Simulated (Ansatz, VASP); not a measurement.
# SiHg4Se4: VASP beside Ansatz

```
Si Hg Se
1.0
     7.17769    0.00000    0.00000
    -3.58885    6.21606    0.00000
     0.00000    0.00000   10.19516
Si Hg Se
1 4 4
Cartesian
  0.0000 0.0000 5.0976
  2.2088 2.8688 5.0976
  3.5888 0.4785 5.0976
  4.9688 2.8688 5.0976
  0.0000 4.1440 0.0000
  0.0000 4.1440 5.0976
  0.0000 4.1440 7.6869
  0.0000 4.1440 2.5083
  0.0000 0.0000 0.0000
```

Alike in both runs: task single point; functional PBE; k mesh 6 × 6 × 4; occupations gaussian, width 0.1 eV; no spin polarisation.

|  | VASP | Ansatz |
| --- | --- | --- |
| version | VASP 6.6.1 | Ansatz 0.2.0 |
| potentials or method | VASP PAW PBE potentials, release 64 (Si, Hg, Se), cutoff 520 eV | scalar-relativistic, plane waves, PAW |
| valence electrons in the cell | 76 | 148 |

VASP gave:

```
gap on the k mesh at the Fermi level (eV) : none
pressure (GPa)                            : 0.1
rms of the force components (eV/Å)        : 0.022
```

Problem. What did Ansatz give for the same quantities?

Solution. gap on the k mesh at the Fermi level (eV): none; pressure (GPa): 0.0; rms of the force components (eV/Å): 0.000.

Atom by atom the forces differ by 0.022 eV/Å (rms over components). A gap of «none» marks a metal or a gap that the smearing closes. VASP's potentials hold 76 valence electrons a cell and Ansatz's 148, so a difference there can come from the potentials and not from the codes. Ansatz's warnings: k point list ram cut, xc potential rough in thin density.

Neither program's run includes spin-orbit coupling.
